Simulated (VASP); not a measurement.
# Cd (P6/mmm) in VASP: single point with PBE

Aim: the single point of Cd with PBE.

Everything below comes from runs of VASP 6.6.1. Logs are shortened: lines on timing, memory, paths and dates and some standing lists are left out, and cuts for length are marked.

### Step 1. The cell of the first run

Symmetry: P6/mmm, No. 191, hexagonal system. Conventional cell: a = 2.411 Å, b = 2.411 Å, c = 2.360 Å, α = 90.00°, β = 90.00°, γ = 120.00°. Cd (site symmetry 6/mmm) has 8 Cd at 2.36 to 2.41 Å within 3.1 Å.

### Step 2. Single point, PBE

INCAR reads:

```
SYSTEM = Cd
PREC     = Accurate       ! precision mode
ENCUT    = 520            ! plane-wave cutoff, eV
EDIFF    = 1E-6           ! SCF threshold, eV
ISMEAR   = -1             ! smearing method
SIGMA    = 0.08           ! smearing width, eV
LREAL    = .FALSE.        ! projectors in reciprocal space
LASPH    = .TRUE.         ! aspherical terms in the spheres
NELM     = 80             ! most SCF steps
ALGO     = Normal         ! electronic algorithm
ISIF     = 2              ! what is computed and relaxed
LWAVE    = .FALSE.        ! write WAVECAR
LCHARG   = .FALSE.        ! write CHGCAR
GGA      = PE             ! functional
NBANDS   = 12             ! bands
```

KPOINTS reads:

```
regular mesh
0
G
  18 18 17
  0 0 0
```

POSCAR reads:

```
Cd
1.0
    2.4106218193      0.0000000000      0.0000000000
   -1.2053109097      2.0876597345      0.0000000000
    0.0000000000      0.0000000000      2.3596429657
Cd
1
Direct
    0.0000000000      0.0000000000      0.0000000000
```

Potentials or basis: VASP PAW PBE potentials, release 64 (Cd).

On the command line:

```bash
> cat potpaw_PBE.64/Cd/POTCAR > POTCAR
> mpirun -np 1 vasp_std > vasp.out
```

OUTCAR:

```text
SYSTEM = Cd
   PREC = Accurate
   ENCUT = 520
   EDIFF = 1E-6
   ISMEAR = -1
   LREAL = .FALSE.
   LASPH = .TRUE.
   NELM = 80
   ISIF = 2
   GGA = PE

 ion  position               nearest neighbor table
   1  0.000  0.000  0.000-

  LATTYP: Found a hexagonal cell.
 ALAT       =     2.4106218193
 C/A-ratio  =     0.9788524051

  Lattice vectors:

 A1 = (   2.4106218193,   0.0000000000,   0.0000000000)
 A2 = (  -1.2053109097,   2.0876597345,   0.0000000000)
 A3 = (   0.0000000000,   0.0000000000,   2.3596429657)

Analysis of symmetry for initial positions (statically):
=====================================================================
 Subroutine PRICEL returns:
 Original cell was already a primitive cell.

 Routine SETGRP: Setting up the symmetry group for a
 hexagonal supercell.

 Subroutine GETGRP returns: Found 24 space group operations
 (whereof 24 operations were pure point group operations)
 out of a pool of 24 trial point group operations.

The static configuration has the point symmetry D_6h.

Analysis of symmetry for dynamics (positions and initial velocities):
=====================================================================
 Subroutine PRICEL returns:
 Original cell was already a primitive cell.

 Routine SETGRP: Setting up the symmetry group for a
 hexagonal supercell.

 Subroutine GETGRP returns: Found 24 space group operations
 (whereof 24 operations were pure point group operations)
 out of a pool of 24 trial point group operations.

The dynamic configuration has the point symmetry D_6h.

 Subroutine INISYM returns: Found 24 space group operations
 (whereof 24 operations are pure point group operations),
 and found     1 'primitive' translations

----------------------------------------------------------------------------------------

                                     Primitive cell

  volume of cell :      11.8750

  direct lattice vectors                    reciprocal lattice vectors
     2.410621819  0.000000000  0.000000000     0.414830726  0.239502631  0.000000000
    -1.205310910  2.087659734  0.000000000     0.000000000  0.479005263  0.000000000
     0.000000000  0.000000000  2.359642966     0.000000000  0.000000000  0.423792927

  length of vectors
     2.410621819  2.410621819  2.359642966     0.479005263  0.479005263  0.423792927

  position of ions in fractional coordinates (direct lattice)
     0.000000000  0.000000000  0.000000000

  ion indices of the primitive-cell ions
   primitive index   ion index
                 1           1

----------------------------------------------------------------------------------------

 KPOINTS: regular mesh

Automatic generation of k-mesh.
 Grid dimensions read from file:
 generate k-points for:   18   18   17

 Generating k-lattice:

  Cartesian coordinates                     Fractional coordinates (reciprocal lattice)
     0.023046151  0.013305702  0.000000000     0.055555556  0.000000000  0.000000000
     0.000000000  0.026611403  0.000000000     0.000000000  0.055555556  0.000000000
     0.000000000  0.000000000  0.024928996     0.000000000  0.000000000  0.058823529

  Length of vectors
     0.026611403  0.026611403  0.024928996

  Shift w.r.t. Gamma in fractional coordinates (k-lattice)
     0.000000000  0.000000000  0.000000000

 Subroutine IBZKPT returns following result:
 ===========================================

 Found    333 irreducible k-points:

 Following reciprocal coordinates:
            Coordinates               Weight
  0.000000  0.000000  0.000000      1.000000
  0.055556  0.000000  0.000000      6.000000
  0.111111  0.000000  0.000000      6.000000
  0.166667  0.000000  0.000000      6.000000
  0.222222  0.000000  0.000000      6.000000
  0.277778  0.000000  0.000000      6.000000
[... 16 lines left out ...]
  0.333333  0.111111  0.000000     12.000000
  0.388889  0.111111  0.000000     12.000000
 [... further k-points ...]
   k-points           NKPTS =    333   k-points in BZ     NKDIM =    333   number of bands    NBANDS=     12
   number of dos      NEDOS =    301   number of ions     NIONS =      1
   total plane-waves  NPLWV =   5832
   dimension x,y,z NGX =    18 NGY =   18 NGZ =   18
   dimension x,y,z NGXF=    36 NGYF=   36 NGZF=   36
   ions per type =               1
   NGX,Y,Z   is equivalent  to a cutoff of  12.41, 12.41, 12.68 a.u.
   NGXF,Y,Z  is equivalent  to a cutoff of  24.83, 24.83, 25.36 a.u.
 SYSTEM =  Cd
   PREC   = accura    normal or accurate (medium, high low for compatibility)
   ISTART =      0    job   : 0-new  1-cont  2-samecut
   ICHARG =      2    charge: 1-file 2-atom 10-const
   ISPIN  =      1    spin polarized calculation?
   LNONCOLLINEAR =      F non collinear calculations
   LSORBIT =      F    spin-orbit coupling
   LASPH  =      T    aspherical Exc in radial PAW
   ENCUT  =  520.0 eV  38.22 Ry    6.18 a.u.   4.48  4.48  4.39*2*pi/ulx,y,z
   NELM   =     80;   NELMIN=  2; NELMDL= -5     # of ELM steps
   EDIFF  = 0.1E-05   stopping-criterion for ELM
   LREAL  =      F    real-space projection
   EDIFFG = 0.1E-04   stopping-criterion for IOM
   NSW    =      0    number of steps for IOM
   IBRION =     -1    ionic relax: 0-MD 1-quasi-New 2-CG
   NFREE  =      0    steps in history (QN), initial steepest desc. (CG)
   ISIF   =      2    stress and relaxation
   ISYM   =      2    0-nonsym 1-usesym 2-fastsym
   POTIM  = 0.5000    time-step for ionic-motion
   TEBEG  =    0.0;   TEEND  =   0.0 temperature during run
   PSTRESS=    0.0 pullay stress
   NELECT =      12.0000    total number of electrons
   NUPDOWN=      -1.0000    fix difference up-down
   EMIN   =  10.00;   EMAX   =-10.00  energy-range for DOS
   EFERMI =   0.00;   METHOD = LEGACY
   ISMEAR =    -1;   SIGMA  =   0.08  broadening in eV -4-tet -1-fermi 0-gaus
   EFERMI_NEDOS =   21; number of points for ismear=-14 and -15
   IALGO  =     38    algorithm
   IMIX   =      4    mixing-type and parameters
     AMIX     =   0.40;   BMIX     =  1.00
     AMIX_MAG =   1.60;   BMIX_MAG =  1.00
  volume/ion in A,a.u.               =      11.88        80.14
  Fermi-wavevector in a.u.,A,eV,Ry     =   1.642821  3.104481 36.720226  2.698860
  Thomas-Fermi vector in A             =   2.733059
   LORBIT       =      0    0 simple, 1 ext, 2 COOP (PROOUT), +10 PAW based schemes
   GGA     = PE    functional components
   LHFCALC =     F    Hartree Fock is set to
   AEXX    =    0.0000 exact exchange contribution
   IVDW    =     0    specifies the selected vdW correction
   LEPSILON=     F    determine dielectric tensor
   LRPA    =     F    only Hartree local field effects (RPA)
 non-spin polarized calculation
  energy-cutoff  :      520.00
  volume of cell :       11.88
 maximum number of plane-waves:       332
 NGX is ok and might be reduce to    18
   NGX =  9   NGY =  9   NGZ =  9

 number of electron      12.0000003 magnetization

 Free energy of the ion-electron system (eV)
  ---------------------------------------------------
  ext. energy  EPLUGINS =         0.00000000
  ---------------------------------------------------
  free energy    TOTEN  =         3.44518782 eV

  energy without entropy =        3.45070141  energy(sigma->0) =        3.44794462

 E-fermi :  10.0964     XC(G=0): -14.5606

 val. band max:       10.0935771828   @ k =   0.4444   0.1111   0.0588
 cond. band min:      10.1203404490   @ k =   0.2222   0.0000   0.4118
 fundamental gap:      0.0267632662
 Fermi energy:        10.0964260349

 k-point     1 :       0.0000    0.0000    0.0000
  band No.  band energies     occupation
      1      -5.8290      2.00000
      2      -5.3462      2.00000
      3      -3.1560      2.00000
      4      -3.1560      2.00000
      5      -0.1285      2.00000
      6      -0.1285      2.00000
      7      22.4531      0.00000
      8      25.4187      0.00000
      9      30.2406      0.00000
     10      31.6345      0.00000
     11      31.6345      0.00000
     12      35.3821      0.00000

 k-point     2 :       0.0556    0.0000    0.0000
  band No.  band energies     occupation
      1      -5.7261      2.00000
      2      -5.2732      2.00000
      3      -3.2129      2.00000
      4      -3.0665      2.00000
      5      -0.1992      2.00000
      6      -0.1418      2.00000
      7      22.6620      0.00000
      8      25.3447      0.00000
      9      29.8874      0.00000
     10      30.7468      0.00000
     11      30.7911      0.00000
     12      36.3048      0.00000

 k-point     3 :       0.1111    0.0000    0.0000
  band No.  band energies     occupation
      1      -5.5049      2.00000
      2      -5.0027      2.00000
      3      -3.3419      2.00000
      4      -2.8045      2.00000
      5      -0.3985      2.00000
      6      -0.1799      2.00000
      7      23.2723      0.00000
      8      24.7430      0.00000
      9      28.5247      0.00000
     10      29.2232      0.00000
     11      30.3345      0.00000
     12      37.7764      0.00000
[... 286 lines left out ...]
 k-point    23 :       0.3333    0.1111    0.0000
  band No.  band energies     occupation
      1      -5.1747      2.00000
      2      -4.2955      2.00000
      3      -1.8894      2.00000
      4      -1.1771      2.00000
      5      -0.6547      2.00000
      6       2.8436      2.00000
      7      13.0203      0.00000
      8      19.5318      0.00000
      9      28.6472      0.00000
     10      30.7102      0.00000
     11      32.3626      0.00000
     12      38.0473      0.00000

 k-point    24 :       0.3889    0.1111    0.0000
  band No.  band energies     occupation
      1      -5.3252      2.00000
      2      -4.1970      2.00000
      3      -2.0222      2.00000
      4      -0.7253      2.00000
      5      -0.7039      2.00000
      6       4.2986      2.00000
      7      11.0073      0.00002
      8      19.0133      0.00000
      9      28.5687      0.00000
     10      32.1288      0.00000
     11      32.3178      0.00000
     12      37.0165      0.00000

 [... further k-points ...]
[... 5 lines left out ...]
  --------------------------------------------------------------------------------------
  -------------------------------------------------------------------------------------
  Total       16.2523074     16.2523074     16.1691700     -0.0000000     -0.0000000      0.0000000
  in kB     2192.7570506   2192.7570508   2181.5401786     -0.0000001     -0.0000000      0.0000000
  external PRESSURE =    2189.0180933 kB  Pullay stress =       0.0000000 kB

 VOLUME and BASIS-vectors are now :
 -----------------------------------------------------------------------------
  energy-cutoff  :      520.00
  volume of cell :       11.88
      direct lattice vectors                 reciprocal lattice vectors
     2.410621819  0.000000000  0.000000000     0.414830726  0.239502631  0.000000000
    -1.205310910  2.087659734  0.000000000     0.000000000  0.479005263  0.000000000
     0.000000000  0.000000000  2.359642966     0.000000000  0.000000000  0.423792927

 POSITION                                       TOTAL-FORCE (eV/Angst)
 -----------------------------------------------------------------------------------
      0.00000      0.00000      0.00000         0.000000      0.000000      0.000000
 -----------------------------------------------------------------------------------
    total drift:                               -0.000000      0.000000      0.000000

  FREE ENERGIE OF THE ION-ELECTRON SYSTEM (eV)
  ---------------------------------------------------
  free  energy   TOTEN  =         3.4451878214 eV

  energy  without entropy=        3.4507014144  energy(sigma->0) =        3.44794462
```

Wall time 27 s (1 thread of Intel Xeon 6975P-C, shared host); peak memory 0.16 GiB.

What came out:

| Quantity | Value |
| --- | --- |
| Free energy | 3.4452 eV |
| Pressure | 218.9 GPa |
| Band gap on the k mesh | zero (band 6 reaches 14.16 eV, above the bottom of band 7 at 7.47 eV) |

Stress tensor (GPa, compression positive):
```
219.28   0.00   0.00
  0.00 219.28   0.00
  0.00   0.00 218.15
```
